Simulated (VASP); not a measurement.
# SnO3F2 (P1) in VASP: single point with PBE

Aim: the single point of SnO3F2 with PBE.

Program: VASP 6.6.1. These are calculated values, not measurements. Logs are shortened: lines on timing, memory, paths and dates and some standing lists are left out, and cuts for length are marked.

## 1. The cell of the first run

The typed cell holds 6 atoms: a = 6.071 Å, b = 5.689 Å, c = 6.106 Å, α = 59.78°, β = 58.26°, γ = 61.25°.

## 2. Single point, PBE

Input file INCAR:

```
ALGO = Normal
EDIFF = 1E-6
ENCUT = 600
GGA = PE
GGA_COMPAT = False
ISIF = 2
ISMEAR = -1
LASPH = True
LCHARG = False
LREAL = False
LWAVE = False
NBANDS = 32
NELM = 120
PREC = Accurate
SIGMA = 0.15
```

Input file KPOINTS:

```
k-points
0
Gamma
  1 1 1
```

Input file POSCAR:

```
SnO3F2
1.0
   -4.4600730000     -0.0464110000      4.1179670000
   -0.1028660000      4.0749100000      3.9686900000
   -4.4337410000      4.1978550000     -0.0200790000
F O Sn
2 3 1
Direct
    0.7284710000      0.7158640000      0.4126910000
    0.9804430000      0.9692750000      0.6517550000
    0.8623790000      0.8170250000      0.5266220000
    1.3253520000      0.8316620000      0.5401960000
    0.8349070000      1.3228770000      0.5293510000
    0.8054890000      0.8836200000      1.0364080000
```

Potentials or basis: VASP PAW PBE potentials, release 64 (F, O, Sn_d).

Run with:

```console
cat potpaw_PBE.64/F/POTCAR potpaw_PBE.64/O/POTCAR potpaw_PBE.64/Sn_d/POTCAR > POTCAR
mpirun -np 1 vasp_gam > vasp.out
```

OUTCAR:

```text
EDIFF = 1E-6
   ENCUT = 600
   GGA = PE
   ISIF = 2
   ISMEAR = -1
   LASPH = True
   LREAL = False
   NELM = 120
   PREC = Accurate

 ion  position               nearest neighbor table
   1  0.728  0.716  0.413-   3 1.71   5 1.85   6 1.87
   2  0.980  0.969  0.652-   5 1.69   4 1.71   6 1.90   3 1.92
   3  0.862  0.817  0.527-   1 1.71   2 1.92
   4  0.325  0.832  0.540-   2 1.71
   5  0.835  0.323  0.529-   2 1.69   1 1.85   6 2.81
   6  0.805  0.884  0.036-   1 1.87   2 1.90   5 2.81

  LATTYP: Found a triclinic cell.
 ALAT       =     5.9277240110
 B/A-ratio  =     1.4037852617
 C/A-ratio  =     1.0241012450
 COS(alpha) =     0.0146918320
 COS(beta)  =     0.4822805765
 COS(gamma) =     0.7299907338

  Lattice vectors:

 A1 = (   0.0263320000,   4.2442660000,  -4.1380460000)
 A2 = (  -0.0765340000,   8.3191760000,  -0.1693560000)
 A3 = (   4.4600730000,   0.0464110000,  -4.1179670000)

Analysis of symmetry for initial positions (statically):
=====================================================================
 Subroutine PRICEL returns:
 Original cell was already a primitive cell.

 Routine SETGRP: Setting up the symmetry group for a
 triclinic supercell.

 Subroutine GETGRP returns: Found  1 space group operations
 (whereof  1 operations were pure point group operations)
 out of a pool of  2 trial point group operations.

The static configuration has the point symmetry C_1 .

Analysis of symmetry for dynamics (positions and initial velocities):
=====================================================================
 Subroutine PRICEL returns:
 Original cell was already a primitive cell.

 Routine SETGRP: Setting up the symmetry group for a
 triclinic supercell.

 Subroutine GETGRP returns: Found  1 space group operations
 (whereof  1 operations were pure point group operations)
 out of a pool of  2 trial point group operations.

The dynamic configuration has the point symmetry C_1 .

 Subroutine INISYM returns: Found  1 space group operations
 (whereof  1 operations are pure point group operations),
 and found     1 'primitive' translations

----------------------------------------------------------------------------------------

                                     Primitive cell

  volume of cell :     148.1079

  direct lattice vectors                    reciprocal lattice vectors
    -4.460073000 -0.046411000  4.117967000    -0.113037879 -0.118820174  0.119070465
    -0.102866000  4.074910000  3.968690000     0.116710142  0.123879620  0.127802173
    -4.433741000  4.197855000 -0.020079000    -0.114541718  0.116651751 -0.122742727

  length of vectors
     6.070589540  5.689110057  6.105771779     0.202666158  0.212839876  0.204433885

  position of ions in fractional coordinates (direct lattice)
     0.728471000  0.715864000  0.412691000
     0.980443000  0.969275000  0.651755000
     0.862379000  0.817025000  0.526622000
     0.325352000  0.831662000  0.540196000
     0.834907000  0.322877000  0.529351000
     0.805489000  0.883620000  0.036408000

  ion indices of the primitive-cell ions
   primitive index   ion index
                 1           1
                 2           2
                 3           3
                 4           4
                 5           5
                 6           6

----------------------------------------------------------------------------------------

 KPOINTS: k-points

Automatic generation of k-mesh.
 Grid dimensions read from file:
 generate k-points for:    1    1    1

 Generating k-lattice:

  Cartesian coordinates                     Fractional coordinates (reciprocal lattice)
    -0.113037879 -0.118820174  0.119070465     1.000000000 -0.000000000  0.000000000
     0.116710142  0.123879620  0.127802173     0.000000000  1.000000000  0.000000000
    -0.114541718  0.116651751 -0.122742727     0.000000000  0.000000000  1.000000000

  Length of vectors
     0.202666158  0.212839876  0.204433885

  Shift w.r.t. Gamma in fractional coordinates (k-lattice)
     0.000000000  0.000000000  0.000000000

 Subroutine IBZKPT returns following result:
 ===========================================

 Found      1 irreducible k-points:

 Following reciprocal coordinates:
            Coordinates               Weight
  0.000000  0.000000  0.000000      1.000000
   k-points           NKPTS =      1   k-points in BZ     NKDIM =      1   number of bands    NBANDS=     32
   number of dos      NEDOS =    301   number of ions     NIONS =      6
   total plane-waves  NPLWV = 115200
   dimension x,y,z NGX =    48 NGY =   48 NGZ =   50
   dimension x,y,z NGXF=    96 NGYF=   96 NGZF=  100
   ions per type =               2   3   1
   NGX,Y,Z   is equivalent  to a cutoff of  13.15, 14.03, 13.61 a.u.
   NGXF,Y,Z  is equivalent  to a cutoff of  26.29, 28.05, 27.23 a.u.
 SYSTEM =  unknown system
   PREC   = accura    normal or accurate (medium, high low for compatibility)
   ISTART =      0    job   : 0-new  1-cont  2-samecut
   ICHARG =      2    charge: 1-file 2-atom 10-const
   ISPIN  =      1    spin polarized calculation?
   LNONCOLLINEAR =      F non collinear calculations
   LSORBIT =      F    spin-orbit coupling
   LASPH  =      T    aspherical Exc in radial PAW
   ENCUT  =  600.0 eV  44.10 Ry    6.64 a.u.  12.12 11.36 12.19*2*pi/ulx,y,z
   NELM   =    120;   NELMIN=  2; NELMDL= -5     # of ELM steps
   EDIFF  = 0.1E-05   stopping-criterion for ELM
   LREAL  =      F    real-space projection
   EDIFFG = 0.1E-04   stopping-criterion for IOM
   NSW    =      0    number of steps for IOM
   IBRION =     -1    ionic relax: 0-MD 1-quasi-New 2-CG
   NFREE  =      0    steps in history (QN), initial steepest desc. (CG)
   ISIF   =      2    stress and relaxation
   ISYM   =      2    0-nonsym 1-usesym 2-fastsym
   POTIM  = 0.5000    time-step for ionic-motion
   TEBEG  =    0.0;   TEEND  =   0.0 temperature during run
   PSTRESS=    0.0 pullay stress
   NELECT =      46.0000    total number of electrons
   NUPDOWN=      -1.0000    fix difference up-down
   EMIN   =  10.00;   EMAX   =-10.00  energy-range for DOS
   EFERMI =   0.00;   METHOD = LEGACY
   ISMEAR =    -1;   SIGMA  =   0.15  broadening in eV -4-tet -1-fermi 0-gaus
   EFERMI_NEDOS =   21; number of points for ismear=-14 and -15
   IALGO  =     38    algorithm
   IMIX   =      4    mixing-type and parameters
     AMIX     =   0.40;   BMIX     =  1.00
     AMIX_MAG =   1.60;   BMIX_MAG =  1.00
  volume/ion in A,a.u.               =      24.68       166.58
  Fermi-wavevector in a.u.,A,eV,Ry     =   1.108668  2.095078 16.723517  1.229144
  Thomas-Fermi vector in A             =   2.245198
   LORBIT       =      0    0 simple, 1 ext, 2 COOP (PROOUT), +10 PAW based schemes
   GGA     = PE    functional components
   LHFCALC =     F    Hartree Fock is set to
   AEXX    =    0.0000 exact exchange contribution
   IVDW    =     0    specifies the selected vdW correction
   LEPSILON=     F    determine dielectric tensor
   LRPA    =     F    only Hartree local field effects (RPA)
 non-spin polarized calculation
  energy-cutoff  :      600.00
  volume of cell :      148.11
 maximum number of plane-waves:      2475
   NGX = 25   NGY = 23   NGZ = 25

 number of electron      45.9999998 magnetization

 Free energy of the ion-electron system (eV)
  ---------------------------------------------------
  ext. energy  EPLUGINS =         0.00000000
  ---------------------------------------------------
  free energy    TOTEN  =       -15.16460052 eV

  energy without entropy =      -14.78944226  energy(sigma->0) =      -14.97702139

 E-fermi :  -1.7628     XC(G=0):  -6.5653

 val. band max:       -1.9447409469   @ k =   0.0000   0.0000   0.0000
 cond. band min:      -1.6019314907   @ k =   0.0000   0.0000   0.0000
 fundamental gap:      0.3428094562
 Fermi energy:        -1.7628466141

 k-point     1 :       0.0000    0.0000    0.0000
  band No.  band energies     occupation
      1     -28.0774      2.00000
      2     -27.1466      2.00000
      3     -23.0654      2.00000
      4     -23.0646      2.00000
      5     -23.0374      2.00000
      6     -22.9817      2.00000
      7     -22.6475      2.00000
      8     -18.3758      2.00000
      9     -18.1032      2.00000
     10     -17.1618      2.00000
     11     -10.0282      2.00000
     12      -9.8576      2.00000
     13      -9.7114      2.00000
     14      -9.2489      2.00000
     15      -6.8134      2.00000
     16      -6.6610      2.00000
     17      -3.4053      1.99996
     18      -3.0475      1.99962
     19      -2.8556      1.99863
     20      -2.8098      1.99814
     21      -2.4437      1.97885
     22      -2.4092      1.97347
     23      -1.9447      1.54153
     24      -1.6019      0.50975
     25      -0.1442      0.00004
     26       0.2154      0.00000
     27       1.3832      0.00000
     28       1.6153      0.00000
     29       4.5293      0.00000
     30       6.5958      0.00000
     31       6.8276      0.00000
     32       7.3223      0.00000

------------------------ aborting loop because EDIFF is reached ----------------------------------------

  FORCE on cell =-STRESS in cart. coord.  units (eV):
  Direction    XX          YY          ZZ          XY          YZ          ZX
  --------------------------------------------------------------------------------------
  -------------------------------------------------------------------------------------
  Total       10.3538474      9.9761076      7.8627455     -5.1207171     -4.5879483      5.9566014
  in kB      112.0041352    107.9178845     85.0563052    -55.3940446    -49.6307472     64.4363353
  external PRESSURE =     101.6594416 kB  Pullay stress =       0.0000000 kB

 VOLUME and BASIS-vectors are now :
 -----------------------------------------------------------------------------
  energy-cutoff  :      600.00
  volume of cell :      148.11
      direct lattice vectors                 reciprocal lattice vectors
    -4.460073000 -0.046411000  4.117967000    -0.113037879 -0.118820174  0.119070465
    -0.102866000  4.074910000  3.968690000     0.116710142  0.123879620  0.127802173
    -4.433741000  4.197855000 -0.020079000    -0.114541718  0.116651751 -0.122742727

 POSITION                                       TOTAL-FORCE (eV/Angst)
 -----------------------------------------------------------------------------------
     -5.15244      4.61569      5.83258        -5.048381      3.835633     -4.367084
     -7.36227      6.64018      7.87110         4.065712     -6.116768      3.774327
     -6.26522      5.49996      6.78319         0.250328      0.189403      0.065524
     -3.93173      5.64151      4.62955        -0.821954      0.041876      0.758983
     -6.10396      3.49908      4.70889        -0.384643      0.358699      0.127740
     -3.84486      3.71612      6.82306         1.938938      1.691157     -0.359490
 -----------------------------------------------------------------------------------
    total drift:                               -0.000192      0.000295     -0.000624

  FREE ENERGIE OF THE ION-ELECTRON SYSTEM (eV)
  ---------------------------------------------------
  free  energy   TOTEN  =       -15.1646005196 eV

  energy  without entropy=      -14.7894422578  energy(sigma->0) =      -14.97702139
```

Run time: 9.6 s. Hardware: 1 thread of AMD EPYC 9R45 (Zen 5), shared host; peak memory 0.27 GiB.

Results:

- Free energy: -15.1646 eV
- Pressure: 10.2 GPa
- Largest force: 8.258 eV/Å

Forces on the atoms (eV/Å):
```
F   -5.048  3.836 -4.367
F    4.066 -6.117  3.774
O    0.250  0.189  0.066
O   -0.822  0.042  0.759
O   -0.385  0.359  0.128
Sn   1.939  1.691 -0.359
```

Caveat: the k points lie up to 1.34 Å⁻¹ apart; spin-orbit coupling is left out, which moves the levels of the heavy elements; forces of over 1 eV/Å act on the atoms, so gaps and moduli don't describe the material at rest.
